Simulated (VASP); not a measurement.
LiCl: single point with PBE

Crystal: LiCl.

```
Li Cl
1.0
     0.00000    2.55604    2.55604
     2.54326    0.00000    2.55604
     2.54326    2.55604    0.00000
Li Cl
1 1
Direct
  0.00000 0.00000 0.00000
  0.50000 0.50000 0.50000
```

This cell differs from its parent crystal: uniaxial x strain -0.5%.

```yaml
Program: VASP 6.6.1
Task: single point
Functional: PBE
Potentials_or_basis: VASP PAW PBE potentials, release 64 (Li_sv, Cl)
Cutoff: 520 eV
k_mesh: 8 × 8 × 8
Occupations: fermi-dirac, width 0.02 eV
Spin: no spin polarisation
```

```json
{"Band gap on the k mesh": "6.42 eV, direct"}
```

Levels at points of the mesh, in eV from the valence-band top:
```
           k point  band 3  band 4  band 5  band 6  band 7  band 8
(0.00, 0.00, 0.00)   -0.01    0.00    0.00    6.42   11.93   11.93
(0.50, 0.00, 0.00)   -2.88   -0.27   -0.26    6.77    9.48    9.52
(0.50, 0.50, 0.00)   -2.97   -1.15   -1.11    7.92    8.27   12.54
(0.00, 0.50, 0.50)   -2.97   -1.14   -1.14    7.91    8.25   12.61
```

Wall time 13 s on 1 thread of Intel(R) Xeon(R) 6975P-C (Granite Rapids), on a shared host, peak memory 0.15 GiB.

Caveat: the cell differs from its parent crystal (uniaxial x strain -0.5%). A k mesh can miss the band edges.
